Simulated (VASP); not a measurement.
# As in VASP: further runs

The runs below take As through single point, with PBE.

Everything below comes from runs of VASP 6.6.1. Logs are shortened: lines on timing, memory, paths and dates and some standing lists are left out, and cuts for length are marked.

## (1) The cell of the first run

It takes space group C2/m (No. 12, monoclinic). Conventional cell: a = 6.512 Å, b = 3.759 Å, c = 4.106 Å, α = 90.00°, β = 121.91°, γ = 90.00°. As (site symmetry m) has 3 As at 2.10 to 2.77 Å within 2.8 Å.

## (2) Single point, PBE

Input file INCAR:

```
PREC = Accurate
ENCUT = 500
EDIFF = 1E-6
ISMEAR = 0
SIGMA = 0.1
LREAL = F
LASPH = T
NELM = 120
ALGO = Normal
ISIF = 2
LWAVE = F
LCHARG = F
GGA = PE
ISYM = 0
NBANDS = 12
GGA_COMPAT = F
```

Input file KPOINTS:

```
regular mesh
0
Gamma
  7 2 1
```

Input file POSCAR:

```
As
1.0
    1.8797494575      1.0852738553      3.4857700000
   -1.8797494575      1.0852738553      3.4857700000
    0.0000000000     -2.1705477106      3.4857700000
As
2
Direct
    0.2275400000      0.2275400000      0.2275400000
    0.8492455348      0.8492455348      0.6188889305
```

Potentials or basis: VASP PAW PBE potentials, release 64 (As).

On the command line:

```bash
cat potpaw_PBE.64/As/POTCAR > POTCAR
mpirun -np 1 vasp_std > vasp.out
```

OUTCAR:

```text
PREC = Accurate
   ENCUT = 500
   EDIFF = 1E-6
   ISMEAR = 0
   LREAL = F
   LASPH = T
   NELM = 120
   ISIF = 2
   GGA = PE
   ISYM = 0

 ion  position               nearest neighbor table
   1  0.228  0.228  0.228-   2 2.10   2 2.77   2 2.77
   2  0.849  0.849  0.619-   1 2.10   1 2.77   1 2.77

IMPORTANT INFORMATION: All symmetrisations will be switched off!
NOSYMM: (Re-)initialisation of all symmetry stuff for point group C_1.

----------------------------------------------------------------------------------------

                                     Primitive cell

  volume of cell :      42.6667

  direct lattice vectors                    reciprocal lattice vectors
     1.879749457  1.085273855  3.485770000     0.265992895  0.153571070  0.095626887
    -1.879749457  1.085273855  3.485770000    -0.265992895  0.153571070  0.095626887
     0.000000000 -2.170547711  3.485770000     0.000000000 -0.307142139  0.095626887

  length of vectors
     4.106320720  4.106320720  4.106320720     0.321684310  0.321684310  0.321684310

  position of ions in fractional coordinates (direct lattice)
     0.227540000  0.227540000  0.227540000
     0.849245535  0.849245535  0.618888930

  ion indices of the primitive-cell ions
   primitive index   ion index
                 1           1
                 2           2

----------------------------------------------------------------------------------------

 KPOINTS: regular mesh

Automatic generation of k-mesh.
 Grid dimensions read from file:
 generate k-points for:    7    2    1

 Generating k-lattice:

  Cartesian coordinates                     Fractional coordinates (reciprocal lattice)
     0.037998985  0.021938724  0.013660984     0.142857143 -0.000000000 -0.000000000
    -0.132996447  0.076785535  0.047813443     0.000000000  0.500000000 -0.000000000
     0.000000000 -0.307142139  0.095626887    -0.000000000 -0.000000000  1.000000000

  Length of vectors
     0.045954901  0.160842155  0.321684310

  Shift w.r.t. Gamma in fractional coordinates (k-lattice)
     0.000000000  0.000000000  0.000000000

 -----------------------------------------------------------------------------
|                                                                             |
|           W    W    AA    RRRRR   N    N  II  N    N   GGGG   !!!           |
|           W    W   A  A   R    R  NN   N  II  NN   N  G    G  !!!           |
|           W    W  A    A  R    R  N N  N  II  N N  N  G       !!!           |
|           W WW W  AAAAAA  RRRRR   N  N N  II  N  N N  G  GGG   !            |
|           WW  WW  A    A  R   R   N   NN  II  N   NN  G    G                |
|           W    W  A    A  R    R  N    N  II  N    N   GGGG   !!!           |
|                                                                             |
|     Your reciprocal lattice and k-lattice belong to different lattice       |
|     classes:                                                                |
|                                                                             |
|        The reciprocal lattice is rhombohedral (trigonal),                   |
|        whereas your k-lattice is triclinic.                                 |
|                                                                             |
|     Results are often still useful ...                                      |
|                                                                             |
 -----------------------------------------------------------------------------

 WARNING: IBZKPT: internal override: KBLOWUP is changed to .FALSE.
      ... skipping the blow-up phase ...

 Subroutine IBZKPT returns following result:
 ===========================================

 Found      8 irreducible k-points:

 Following reciprocal coordinates:
            Coordinates               Weight
  0.000000  0.000000  0.000000      1.000000
  0.142857  0.000000  0.000000      2.000000
  0.285714  0.000000  0.000000      2.000000
  0.428571  0.000000  0.000000      2.000000
  0.000000  0.500000  0.000000      1.000000
  0.142857  0.500000  0.000000      2.000000
  0.285714  0.500000  0.000000      2.000000
  0.428571  0.500000  0.000000      2.000000
   k-points           NKPTS =      8   k-points in BZ     NKDIM =      8   number of bands    NBANDS=     12
   number of dos      NEDOS =    301   number of ions     NIONS =      2
   total plane-waves  NPLWV =  27000
   dimension x,y,z NGX =    30 NGY =   30 NGZ =   30
   dimension x,y,z NGXF=    60 NGYF=   60 NGZF=   60
   ions per type =               2
   NGX,Y,Z   is equivalent  to a cutoff of  12.15, 12.15, 12.15 a.u.
   NGXF,Y,Z  is equivalent  to a cutoff of  24.29, 24.29, 24.29 a.u.
 SYSTEM =  unknown system
   PREC   = accura    normal or accurate (medium, high low for compatibility)
   ISTART =      0    job   : 0-new  1-cont  2-samecut
   ICHARG =      2    charge: 1-file 2-atom 10-const
   ISPIN  =      1    spin polarized calculation?
   LNONCOLLINEAR =      F non collinear calculations
   LSORBIT =      F    spin-orbit coupling
   LASPH  =      T    aspherical Exc in radial PAW
   ENCUT  =  500.0 eV  36.75 Ry    6.06 a.u.   7.49  7.49  7.49*2*pi/ulx,y,z
   NELM   =    120;   NELMIN=  2; NELMDL= -5     # of ELM steps
   EDIFF  = 0.1E-05   stopping-criterion for ELM
   LREAL  =      F    real-space projection
   EDIFFG = 0.1E-04   stopping-criterion for IOM
   NSW    =      0    number of steps for IOM
   IBRION =     -1    ionic relax: 0-MD 1-quasi-New 2-CG
   NFREE  =      0    steps in history (QN), initial steepest desc. (CG)
   ISIF   =      2    stress and relaxation
   ISYM   =      0    0-nonsym 1-usesym 2-fastsym
   POTIM  = 0.5000    time-step for ionic-motion
   TEBEG  =    0.0;   TEEND  =   0.0 temperature during run
   PSTRESS=    0.0 pullay stress
   NELECT =      10.0000    total number of electrons
   NUPDOWN=      -1.0000    fix difference up-down
   EMIN   =  10.00;   EMAX   =-10.00  energy-range for DOS
   EFERMI =   0.00;   METHOD = LEGACY
   ISMEAR =     0;   SIGMA  =   0.10  broadening in eV -4-tet -1-fermi 0-gaus
   EFERMI_NEDOS =   21; number of points for ismear=-14 and -15
   IALGO  =     38    algorithm
   IMIX   =      4    mixing-type and parameters
     AMIX     =   0.40;   BMIX     =  1.00
     AMIX_MAG =   1.60;   BMIX_MAG =  1.00
  volume/ion in A,a.u.               =      21.33       143.96
  Fermi-wavevector in a.u.,A,eV,Ry     =   1.009358  1.907409 13.861654  1.018803
  Thomas-Fermi vector in A             =   2.142281
   LORBIT       =      0    0 simple, 1 ext, 2 COOP (PROOUT), +10 PAW based schemes
   GGA     = PE    functional components
   LHFCALC =     F    Hartree Fock is set to
   AEXX    =    0.0000 exact exchange contribution
   IVDW    =     0    specifies the selected vdW correction
   LEPSILON=     F    determine dielectric tensor
   LRPA    =     F    only Hartree local field effects (RPA)
 non-spin polarized calculation
 Gauss-broadening in eV      SIGMA  =   0.10
  energy-cutoff  :      500.00
  volume of cell :       42.67
 maximum number of plane-waves:      1099
 NGX is ok and might be reduce to    30
   NGX = 15   NGY = 15   NGZ = 15

 number of electron      10.0000000 magnetization

 number of electron       9.9999999 magnetization

 Free energy of the ion-electron system (eV)
  ---------------------------------------------------
  ext. energy  EPLUGINS =         0.00000000
  ---------------------------------------------------
  free energy    TOTEN  =        -6.07290891 eV

  energy without entropy =       -6.07290384  energy(sigma->0) =       -6.07290638

 E-fermi :   5.1600     XC(G=0):  -9.8858

 val. band max:        4.8884637655   @ k =   0.0000   0.0000   0.0000
 cond. band min:       5.4314782937   @ k =   0.0000   0.5000   0.0000
 fundamental gap:      0.5430145282
 Fermi energy:         5.1599710926

 k-point     1 :       0.0000    0.0000    0.0000
  band No.  band energies     occupation
      1      -9.8180      2.00000
      2       0.1166      2.00000
      3       1.9103      2.00000
      4       3.8782      2.00000
      5       4.8885      1.99988
      6       6.2981      0.00000
      7       6.5659      0.00000
      8      10.8980      0.00000
      9      11.9401      0.00000
     10      13.4709      0.00000
     11      13.8136      0.00000
     12      13.9227      0.00000

 k-point     2 :       0.1429    0.0000    0.0000
  band No.  band energies     occupation
      1      -9.5737      2.00000
      2      -0.8687      2.00000
      3       2.2677      2.00000
      4       3.4882      2.00000
      5       4.5205      2.00000
      6       6.2979      0.00000
      7       6.9495      0.00000
      8      10.1883      0.00000
      9      11.8838      0.00000
     10      12.2432      0.00000
     11      12.8085      0.00000
     12      15.6364      0.00000

 k-point     3 :       0.2857    0.0000    0.0000
  band No.  band energies     occupation
      1      -8.8885      2.00000
      2      -2.6887      2.00000
      3       2.4765      2.00000
      4       2.9524      2.00000
      5       4.3020      2.00000
      6       6.0318      0.00000
      7       6.6875      0.00000
      8       9.1491      0.00000
      9      11.8293      0.00000
     10      12.9572      0.00000
     11      14.2050      0.00000
     12      18.2231      0.00000
[... 46 lines left out ...]
 k-point     7 :       0.2857    0.5000    0.0000
  band No.  band energies     occupation
      1      -7.3744      2.00000
      2      -4.5918      2.00000
      3       0.3128      2.00000
      4       1.2806      2.00000
      5       3.0350      2.00000
      6       8.6209      0.00000
      7       9.4240      0.00000
      8      10.4852      0.00000
      9      11.6863      0.00000
     10      15.2035      0.00000
     11      16.6813      0.00000
     12      17.4839      0.00000

 k-point     8 :       0.4286    0.5000    0.0000
  band No.  band energies     occupation
      1      -6.7406      2.00000
      2      -5.3437      2.00000
      3       0.7186      2.00000
      4       0.8429      2.00000
      5       1.9843      2.00000
      6       8.3860      0.00000
      7      10.7934      0.00000
      8      11.0159      0.00000
      9      14.0724      0.00000
     10      15.5596      0.00000
     11      16.6765      0.00000
     12      17.2411      0.00000

------------------------ aborting loop because EDIFF is reached ----------------------------------------

  FORCE on cell =-STRESS in cart. coord.  units (eV):
  Direction    XX          YY          ZZ          XY          YZ          ZX
  --------------------------------------------------------------------------------------
  -------------------------------------------------------------------------------------
  Total       -1.1334647     12.5150791     10.9329406     -1.0660479      0.2645349     -1.3117609
  in kB      -42.5627109    469.9535069    410.5426538    -40.0311433      9.9335434    -49.2579100
  external PRESSURE =     279.3111499 kB  Pullay stress =       0.0000000 kB

 VOLUME and BASIS-vectors are now :
 -----------------------------------------------------------------------------
  energy-cutoff  :      500.00
  volume of cell :       42.67
      direct lattice vectors                 reciprocal lattice vectors
     1.879749457  1.085273855  3.485770000     0.265992895  0.153571070  0.095626887
    -1.879749457  1.085273855  3.485770000    -0.265992895  0.153571070  0.095626887
     0.000000000 -2.170547711  3.485770000     0.000000000 -0.307142139  0.095626887

 POSITION                                       TOTAL-FORCE (eV/Angst)
 -----------------------------------------------------------------------------------
      0.00000      0.00000      2.37946        -0.380492      3.892191      2.423511
      0.00000      0.50000      8.07785         0.380492     -3.892191     -2.423511
 -----------------------------------------------------------------------------------
    total drift:                                0.000002     -0.000016      0.000002

  FREE ENERGIE OF THE ION-ELECTRON SYSTEM (eV)
  ---------------------------------------------------
  free  energy   TOTEN  =        -6.0729089129 eV

  energy  without entropy=       -6.0729038444  energy(sigma->0) =       -6.07290638
```

Run time: 16 s. Hardware: 1 thread of Intel Xeon 8259CL, shared host; peak memory 0.16 GiB.

What came out:

- Free energy: -6.0729 eV
- Pressure: 27.9 GPa
- Largest force: 4.601 eV/Å
- Band gap on the k mesh: 0.54 eV, indirect (least direct gap 1.32 eV)

Forces in eV/Å, atoms in the order of the input:
```
As  -0.380  3.892  2.424
As   0.380 -3.892 -2.424
```

Stress tensor (GPa, compression positive):
```
-4.26 -4.00 -4.93
-4.00 47.00  0.99
-4.93  0.99 41.05
```

Caveat: the k points lie up to 2.02 Å⁻¹ apart; forces of over 1 eV/Å act on the atoms, so gaps and moduli don't describe the material at rest.

## (3) Single point, PBE

Input file INCAR:

```
  PREC = Accurate
  ENCUT = 500
  EDIFF = 1E-6
  ISMEAR = -5
  SIGMA = 0.1
  LREAL = F
  LASPH = T
  NELM = 120
  ALGO = Normal
  ISIF = 2
  LWAVE = F
  LCHARG = F
  GGA = PE
  NBANDS = 12
  GGA_COMPAT = F
```

Input file KPOINTS:

```
regular mesh
0
Gamma
  7 3 1
```

Input file POSCAR:

```
As
1.0
    1.8797494575      1.0852738553      3.4857700000
   -1.8797494575      1.0852738553      3.4857700000
    0.0000000000     -2.1705477106      3.4857700000
As
2
Direct
    0.2389560451      0.1709977318      0.2601796820
    0.7497479147      0.8220303495      0.7492479093
```

Potentials or basis: VASP PAW PBE potentials, release 64 (As).

On the command line:

```bash
cat potpaw_PBE.64/As/POTCAR > POTCAR
mpirun -np 1 vasp_std > vasp.out
```

It took 20 s on 1 thread of Intel Xeon 8259CL, shared host; peak memory 0.16 GiB.

The run converged. Its results:

| Quantity | Value |
| --- | --- |
| Free energy | -7.0679 eV |
| Pressure | 18.2 GPa |
| Largest force | 1.924 eV/Å |
| Band gap on the k mesh | 0.56 eV, direct |

Forces in eV/Å, atoms in the order of the input:
```
As  -0.503  1.354  1.271
As   0.503 -1.354 -1.271
```

Stress tensor (GPa, compression positive):
```
 -6.92   2.39  -8.69
  2.39  23.79 -13.76
 -8.69 -13.76  37.77
```

Levels at points of the mesh, in eV from the valence-band top:
| k point | band 1 | band 2 | band 3 | band 4 | band 5 | band 6 | band 7 | band 8 | band 9 | band 10 |
| --- | --- | --- | --- | --- | --- | --- | --- | --- | --- | --- |
| (0.00, 0.00, 0.00) | -14.55 | -4.80 | -2.25 | -1.77 | -0.30 | 1.87 | 2.46 | 4.80 | 6.95 | 8.37 |

Caveat: the k points lie up to 2.02 Å⁻¹ apart; forces of over 1 eV/Å act on the atoms, so gaps and moduli don't describe the material at rest. As with any semilocal functional, this PBE gap is likely too small.
